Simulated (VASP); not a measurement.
# V2N3 (P-3m1) in VASP: single point with r2SCAN

Aim: the single point of V2N3 with r2SCAN.

Everything below comes from runs of VASP 6.6.1. Logs are shortened: lines on timing, memory, paths and dates and some standing lists are left out, and cuts for length are marked.

### Step 1. The cell of the first run

It takes space group P-3m1 (No. 164, trigonal). The conventional cell has a = 2.818 Å, b = 2.818 Å, c = 6.257 Å, α = 90.00°, β = 90.00°, γ = 120.00°. Within 2.7 Å of V (site symmetry 3m) lie 6 N at 2.02 to 2.06 Å. N (site symmetry -3m) has 6 V at 2.06 Å and 2 N at 2.46 Å within 2.7 Å. Within 1.8 Å of N (site symmetry 3m) lie 1 N at 1.35 Å.

### Step 2. Single point, r2SCAN, collinear spin, ferromagnetic start

Input file POSCAR:

```
V2N3
1.0
    2.8180178473      0.0000000000      0.0000000000
   -1.4090089237      2.4404750441      0.0000000000
    0.0000000000      0.0000000000      6.2570650000
V N
2 3
Direct
    0.6666666667      0.3333333333      0.2988142078
    0.3333333333      0.6666666667      0.7011857922
    0.0000000000      0.0000000000      0.5000000000
    0.0000000000      0.0000000000      0.1075827350
    0.0000000000      0.0000000000      0.8924172650
```

Input file INCAR.step1:

```
ALGO = Normal
EDIFF = 1E-4
ENCUT = 520
GGA = PE
ISMEAR = 0
ISPIN = 2
LASPH = T
LCHARG = F
LMAXMIX = 4
LREAL = F
LWAVE = T
MAGMOM = 0.42 0.42 0 0 0
NBANDS = 32
NELM = 150
PREC = Accurate
SIGMA = 0.1
```

Input file INCAR.step2:

```
ALGO = Normal
EDIFF = 1E-6
ENCUT = 520
ISIF = 2
ISMEAR = 0
ISPIN = 2
ISTART = 1
LASPH = T
LCHARG = F
LMAXMIX = 4
LMIXTAU = T
LORBIT = 11
LREAL = F
LWAVE = F
MAGMOM = 0.42 0.42 0 0 0
METAGGA = R2SCAN
NBANDS = 32
NELM = 150
PREC = Accurate
SIGMA = 0.1
```

Input file KPOINTS:

```
k-points
0
Gamma
  12 12 6
```

Potentials or basis: VASP PAW PBE potentials, release 64 (V_sv, N).

The run is started by

```bash
$ cat potpaw_PBE.64/V_sv/POTCAR potpaw_PBE.64/N/POTCAR > POTCAR
$ cp INCAR.step1 INCAR
$ mpirun -np 1 vasp_std > vasp.out
$ cp INCAR.step2 INCAR
$ mpirun -np 1 vasp_std > vasp.out
```

OUTCAR:

```text
EDIFF = 1E-6
   ENCUT = 520
   ISIF = 2
   ISMEAR = 0
   ISPIN = 2
   ISTART = 1
   LASPH = T
   LORBIT = 11
   LREAL = F
   METAGGA = R2SCAN
   NELM = 150
   PREC = Accurate

 ion  position               nearest neighbor table
   1  0.667  0.333  0.299-   4 2.02   4 2.02   4 2.02   3 2.06   3 2.06   3 2.06
   2  0.333  0.667  0.701-   5 2.02   5 2.02   5 2.02   3 2.06   3 2.06   3 2.06
   3  0.000  0.000  0.500-   1 2.06   2 2.06   1 2.06   2 2.06   1 2.06   2 2.06
   4  0.000  0.000  0.108-   5 1.35   1 2.02   1 2.02   1 2.02
   5  0.000  0.000  0.892-   4 1.35   2 2.02   2 2.02   2 2.02

  LATTYP: Found a hexagonal cell.
 ALAT       =     2.8180178473
 C/A-ratio  =     2.2203780597

  Lattice vectors:

 A1 = (   2.8180178473,   0.0000000000,   0.0000000000)
 A2 = (  -1.4090089237,   2.4404750441,   0.0000000000)
 A3 = (   0.0000000000,   0.0000000000,   6.2570650000)

Analysis of symmetry for initial positions (statically):
=====================================================================
 Subroutine PRICEL returns:
 Original cell was already a primitive cell.

 Routine SETGRP: Setting up the symmetry group for a
 hexagonal supercell.

 Subroutine GETGRP returns: Found 12 space group operations
 (whereof 12 operations were pure point group operations)
 out of a pool of 24 trial point group operations.

The static configuration has the point symmetry D_3d.

Analysis of symmetry for dynamics (positions and initial velocities):
=====================================================================
 Subroutine PRICEL returns:
 Original cell was already a primitive cell.

 Routine SETGRP: Setting up the symmetry group for a
 hexagonal supercell.

 Subroutine GETGRP returns: Found 12 space group operations
 (whereof 12 operations were pure point group operations)
 out of a pool of 24 trial point group operations.

The dynamic configuration has the point symmetry D_3d.

Analysis of structural, dynamic, and magnetic symmetry:
=====================================================================
 Subroutine PRICEL returns:
 Original cell was already a primitive cell.

 Routine SETGRP: Setting up the symmetry group for a
 hexagonal supercell.

 Subroutine GETGRP returns: Found 12 space group operations
 (whereof 12 operations were pure point group operations)
 out of a pool of 24 trial point group operations.

The overall configuration has the point symmetry D_3d.

 Subroutine INISYM returns: Found 12 space group operations
 (whereof 12 operations are pure point group operations),
 and found     1 'primitive' translations

----------------------------------------------------------------------------------------

                                     Primitive cell

  volume of cell :      43.0317

  direct lattice vectors                    reciprocal lattice vectors
     2.818017847  0.000000000  0.000000000     0.354859357  0.204878145  0.000000000
    -1.409008924  2.440475044  0.000000000     0.000000000  0.409756290  0.000000000
     0.000000000  0.000000000  6.257065000     0.000000000  0.000000000  0.159819340

  length of vectors
     2.818017847  2.818017847  6.257065000     0.409756290  0.409756290  0.159819340

  position of ions in fractional coordinates (direct lattice)
     0.666666667  0.333333333  0.298814208
     0.333333333  0.666666667  0.701185792
     0.000000000  0.000000000  0.500000000
     0.000000000  0.000000000  0.107582735
     0.000000000  0.000000000  0.892417265

  ion indices of the primitive-cell ions
   primitive index   ion index
                 1           1
                 2           2
                 3           3
                 4           4
                 5           5

----------------------------------------------------------------------------------------

 KPOINTS: k-points

Automatic generation of k-mesh.
 Grid dimensions read from file:
 generate k-points for:   12   12    6

 Generating k-lattice:

  Cartesian coordinates                     Fractional coordinates (reciprocal lattice)
     0.029571613  0.017073179  0.000000000     0.083333333  0.000000000  0.000000000
     0.000000000  0.034146358  0.000000000     0.000000000  0.083333333  0.000000000
     0.000000000  0.000000000  0.026636557     0.000000000  0.000000000  0.166666667

  Length of vectors
     0.034146358  0.034146358  0.026636557

  Shift w.r.t. Gamma in fractional coordinates (k-lattice)
     0.000000000  0.000000000  0.000000000

 Subroutine IBZKPT returns following result:
 ===========================================

 Found    100 irreducible k-points:

 Following reciprocal coordinates:
            Coordinates               Weight
  0.000000  0.000000  0.000000      1.000000
  0.083333 -0.000000  0.000000      6.000000
  0.166667 -0.000000  0.000000      6.000000
  0.250000 -0.000000  0.000000      6.000000
  0.333333 -0.000000  0.000000      6.000000
  0.416667 -0.000000  0.000000      6.000000
[... 16 lines left out ...]
  0.166667 -0.000000  0.166667      6.000000
  0.000000  0.166667  0.166667      6.000000
 [... further k-points ...]
   k-points           NKPTS =    100   k-points in BZ     NKDIM =    100   number of bands    NBANDS=     32
   number of dos      NEDOS =    301   number of ions     NIONS =      5
   total plane-waves  NPLWV =  27648
   dimension x,y,z NGX =    24 NGY =   24 NGZ =   48
   dimension x,y,z NGXF=    48 NGYF=   48 NGZF=   96
   ions per type =               2   3
   NGX,Y,Z   is equivalent  to a cutoff of  14.16, 14.16, 12.75 a.u.
   NGXF,Y,Z  is equivalent  to a cutoff of  28.32, 28.32, 25.51 a.u.
 SYSTEM =  unknown system
   PREC   = accura    normal or accurate (medium, high low for compatibility)
   ISTART =      1    job   : 0-new  1-cont  2-samecut
   ICHARG =      0    charge: 1-file 2-atom 10-const
   ISPIN  =      2    spin polarized calculation?
   LNONCOLLINEAR =      F non collinear calculations
   LSORBIT =      F    spin-orbit coupling
   LASPH  =      T    aspherical Exc in radial PAW
   ENCUT  =  520.0 eV  38.22 Ry    6.18 a.u.   5.24  5.24 11.63*2*pi/ulx,y,z
   NELM   =    150;   NELMIN=  2; NELMDL=  0     # of ELM steps
   EDIFF  = 0.1E-05   stopping-criterion for ELM
   LREAL  =      F    real-space projection
   EDIFFG = 0.1E-04   stopping-criterion for IOM
   NSW    =      0    number of steps for IOM
   IBRION =     -1    ionic relax: 0-MD 1-quasi-New 2-CG
   NFREE  =      0    steps in history (QN), initial steepest desc. (CG)
   ISIF   =      2    stress and relaxation
   ISYM   =      2    0-nonsym 1-usesym 2-fastsym
   POTIM  = 0.5000    time-step for ionic-motion
   TEBEG  =    0.0;   TEEND  =   0.0 temperature during run
   PSTRESS=    0.0 pullay stress
   NELECT =      41.0000    total number of electrons
   NUPDOWN=      -1.0000    fix difference up-down
   EMIN   =  10.00;   EMAX   =-10.00  energy-range for DOS
   EFERMI =   0.00;   METHOD = LEGACY
   ISMEAR =     0;   SIGMA  =   0.10  broadening in eV -4-tet -1-fermi 0-gaus
   EFERMI_NEDOS =   21; number of points for ismear=-14 and -15
   IALGO  =     38    algorithm
   IMIX   =      4    mixing-type and parameters
     AMIX     =   0.40;   BMIX     =  1.00
     AMIX_MAG =   1.60;   BMIX_MAG =  1.00
  volume/ion in A,a.u.               =       8.61        58.08
  Fermi-wavevector in a.u.,A,eV,Ry     =   1.610917  3.044192 35.307852  2.595054
  Thomas-Fermi vector in A             =   2.706391
   LORBIT       =     11    0 simple, 1 ext, 2 COOP (PROOUT), +10 PAW based schemes
   METAGGA = R2SCAN    functional components
   LHFCALC =     F    Hartree Fock is set to
   AEXX    =    0.0000 exact exchange contribution
   IVDW    =     0    specifies the selected vdW correction
   LEPSILON=     F    determine dielectric tensor
   LRPA    =     F    only Hartree local field effects (RPA)
 spin polarized calculation
 Gauss-broadening in eV      SIGMA  =   0.10
  energy-cutoff  :      520.00
  volume of cell :       43.03
 maximum number of plane-waves:      1176
 NGX is ok and might be reduce to    24
   NGX = 11   NGY = 11   NGZ = 23

 number of electron      40.9999991 magnetization      -0.0001232

 number of electron      40.9999991 magnetization       0.0004912

 Free energy of the ion-electron system (eV)
  ---------------------------------------------------
  ext. energy  EPLUGINS =         0.00000000
  ---------------------------------------------------
  free energy    TOTEN  =       -60.32524447 eV

  energy without entropy =      -60.31286681  energy(sigma->0) =      -60.31905564

 E-fermi :   9.9007     XC(G=0): -14.1297

 val. band max:        9.9003500686   @ k =   0.3333  -0.0000   0.3333
 cond. band min:       9.9009003942   @ k =   0.3333  -0.0000   0.3333
 fundamental gap:      0.0005503256
 Fermi energy:         9.9007192115

 spin component 1

 k-point     1 :       0.0000    0.0000    0.0000
  band No.  band energies     occupation
      1     -57.4881      1.00000
      2     -57.4607      1.00000
      3     -30.2796      1.00000
      4     -30.0464      1.00000
      5     -30.0230      1.00000
      6     -30.0229      1.00000
[... 829 lines left out ...]
     31      19.7229      0.00000
     32      21.3211      0.00000

 [... further k-points ...]

 spin component 2

 k-point     1 :       0.0000    0.0000    0.0000
  band No.  band energies     occupation
      1     -57.4878      1.00000
      2     -57.4604      1.00000
      3     -30.2792      1.00000
      4     -30.0460      1.00000
      5     -30.0226      1.00000
      6     -30.0226      1.00000
[... 829 lines left out ...]
     31      19.7231      0.00000
     32      21.3211      0.00000

 [... further k-points ...]

------------------------ aborting loop because EDIFF is reached ----------------------------------------

  FORCE on cell =-STRESS in cart. coord.  units (eV):
  Direction    XX          YY          ZZ          XY          YZ          ZX
  --------------------------------------------------------------------------------------
  -------------------------------------------------------------------------------------
  Total       -1.1959369     -1.1959369     -1.4747999      0.0000000      0.0000000      0.0000000
  in kB      -44.5276815    -44.5276815    -54.9104378      0.0000000      0.0000000      0.0000000
  external PRESSURE =     -47.9886003 kB  Pullay stress =       0.0000000 kB

 VOLUME and BASIS-vectors are now :
 -----------------------------------------------------------------------------
  energy-cutoff  :      520.00
  volume of cell :       43.03
      direct lattice vectors                 reciprocal lattice vectors
     2.818017847  0.000000000  0.000000000     0.354859357  0.204878145  0.000000000
    -1.409008924  2.440475044  0.000000000     0.000000000  0.409756290  0.000000000
     0.000000000  0.000000000  6.257065000     0.000000000  0.000000000  0.159819340

 POSITION                                       TOTAL-FORCE (eV/Angst)
 -----------------------------------------------------------------------------------
      1.40901      0.81349      1.86970        -0.000000     -0.000000      0.391064
     -0.00000      1.62698      4.38737         0.000000      0.000000     -0.391064
      0.00000      0.00000      3.12853         0.000000     -0.000000      0.000000
      0.00000      0.00000      0.67315         0.000000     -0.000000     -0.114523
      0.00000      0.00000      5.58391        -0.000000      0.000000      0.114523
 -----------------------------------------------------------------------------------
    total drift:                               -0.000000     -0.000000     -0.000000

  FREE ENERGIE OF THE ION-ELECTRON SYSTEM (eV)
  ---------------------------------------------------
  free  energy   TOTEN  =       -60.3252444683 eV

  energy  without entropy=      -60.3128668126  energy(sigma->0) =      -60.31905564

 total charge

# of ion       s       p       d       tot
------------------------------------------
    1        2.252   6.301   3.123  11.676
    2        2.252   6.301   3.123  11.676
    3        1.261   2.549   0.000   3.810
    4        1.258   2.555   0.000   3.813
    5        1.258   2.555   0.000   3.813
--------------------------------------------------
tot          8.281  20.261   6.247  34.788

 magnetization (x)

# of ion       s       p       d       tot
------------------------------------------
    1        0.000   0.000   0.000   0.000
    2        0.000   0.000   0.000   0.000
    3        0.000  -0.000   0.000  -0.000
    4       -0.000  -0.000   0.000  -0.000
    5       -0.000  -0.000   0.000  -0.000
--------------------------------------------------
tot          0.000  -0.000   0.001   0.001
```

Run time: 13 min. Hardware: 1 thread of AMD EPYC 9R45 (Zen 5), shared host; peak memory 0.31 GiB.

Results:

```
Free energy                                           : -60.3252 eV
Pressure                                              : -4.8 GPa
Largest force                                         : 0.391 eV/Å
Net moment                                            : 0.00 μB per cell
Valence electrons inside the program's atomic spheres : V 11.68; N 3.81
```

Forces in eV/Å, atoms in the order of the input:
```
V    0.000  0.000  0.391
V    0.000  0.000 -0.391
N    0.000  0.000  0.000
N    0.000  0.000 -0.115
N    0.000  0.000  0.115
```

Levels at points of the mesh, in eV from the Fermi level:
Spin up:
```csv
k point,band 18,band 19,band 20,band 21,band 22,band 23
"(0.00, 0.00, 0.00)",-2.14,-2.14,-0.46,0.53,0.53,0.98
"(0.50, 0.00, 0.00)",-3.43,-1.49,-1.11,0.19,1.85,2.06
"(0.00, 0.00, 0.50)",-1.40,-1.34,-1.34,0.32,0.32,1.01
"(0.50, 0.00, 0.50)",-2.14,-1.92,-0.80,0.30,1.80,2.20
```
Spin down:
```tsv
k point	band 18	band 19	band 20	band 21	band 22	band 23
(0.00, 0.00, 0.00)	-2.14	-2.14	-0.46	0.53	0.53	0.98
(0.50, 0.00, 0.00)	-3.43	-1.49	-1.11	0.19	1.85	2.06
(0.00, 0.00, 0.50)	-1.40	-1.34	-1.34	0.32	0.32	1.01
(0.50, 0.00, 0.50)	-2.14	-1.92	-0.80	0.30	1.80	2.20
```

Caveat: the cell stands under tension; the PAW data sets were made with another functional, which shifts forces and pressure a little. With open d or f shells a metallic result of r2SCAN can be an artefact of self-interaction; +U or a hybrid may open a gap.
